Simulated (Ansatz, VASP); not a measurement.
**One calculation of Al3Ru, two programs**

Contents of INCAR:

```
SYSTEM = Al3Ru
PREC = Accurate ; ENCUT = 600
EDIFF = 1E-6 ; ISMEAR = 0
SIGMA = 0.1 ; LREAL = .FALSE.
LASPH = .TRUE. ; NELM = 100
ALGO = Fast ; ISIF = 3
LWAVE = .FALSE. ; LCHARG = .FALSE.
GGA = PE ; IBRION = 2
NSW = 100 ; EDIFFG = -0.01
```

KPOINTS

```
regular mesh
0
G
  8 8 8
  0 0 0
```

Contents of POSCAR:

```
Al3Ru
1.0
    4.9082834929      0.0000000000      0.0000000000
    0.0000000000      4.9082834929      0.0000000000
    0.0000000000      0.0000000000      4.9082834929
Al Ru
6 2
Direct
    0.5000000000      0.2500000000      0.0000000000
    0.5000000000      0.7500000000      0.0000000000
    0.2500000000      0.0000000000      0.5000000000
    0.7500000000      0.0000000000      0.5000000000
    0.0000000000      0.5000000000      0.2500000000
    0.0000000000      0.5000000000      0.7500000000
    0.5000000000      0.5000000000      0.5000000000
    0.0000000000      0.0000000000      0.0000000000
```

Input for Ansatz:

```yaml
crystal:
  lattice:
    - [4.9082834929, 0.0, 0.0]
    - [0.0, 4.9082834929, 0.0]
    - [0.0, 0.0, 4.9082834929]
  atoms:
    - { symbol: Al, position: [0.5, 0.25, 0.0] }
    - { symbol: Al, position: [0.5, 0.75, 0.0] }
    - { symbol: Al, position: [0.25, 0.0, 0.5] }
    - { symbol: Al, position: [0.75, 0.0, 0.5] }
    - { symbol: Al, position: [0.0, 0.5, 0.25] }
    - { symbol: Al, position: [0.0, 0.5, 0.75] }
    - { symbol: Ru, position: [0.5, 0.5, 0.5] }
    - { symbol: Ru, position: [0.0, 0.0, 0.0] }
basis:
  ecutwfc: 420
kpoints:
  mp_grid: { grid: [8, 8, 8] }
hamiltonian:
  xc: pbe
scf:
  occupations: { method: gaussian, width: 0.1 }
output:
  forces: true
  stress: true
  eigenvalues: true
relax:
  adjacent_minimum: "off"
  f_tol: 0.01
  max_steps: 80
  cell: { stress_tol: 0.05 }
```

Change from the starting cell: species swapped into the Zr3Au type (Pm-3n, No. 223).

Alike in both runs: task relaxation of cell and atoms; functional PBE; k mesh 8 × 8 × 8; occupations gaussian, width 0.1 eV; no spin polarisation.

```csv
,VASP,Ansatz
version,VASP 6.6.1,Ansatz 0.2.0
potentials or method,"VASP PAW PBE potentials, release 64 (Al, Ru_pv), cutoff 600 eV","scalar-relativistic, plane waves, PAW"
valence electrons in the cell,46,50
```

Ansatz gave:

```
gap on the k mesh at the Fermi level, each at its own relaxed structure (eV)  : none
relaxed volume (Å³/atom)                                                      : 14.74
relaxed length of the cell vector where the two differ most in proportion (Å) : 4.904
```

Problem. Which values does VASP return?

Solution. gap on the k mesh at the Fermi level, each at its own relaxed structure (eV): none; relaxed volume (Å³/atom): 14.74; relaxed length of the cell vector where the two differ most in proportion (Å): 4.903.

A gap of «none» marks a metal or a gap that the smearing closes. VASP's potentials hold 46 valence electrons a cell and Ansatz's 50, so a difference there can come from the potentials and not from the codes.
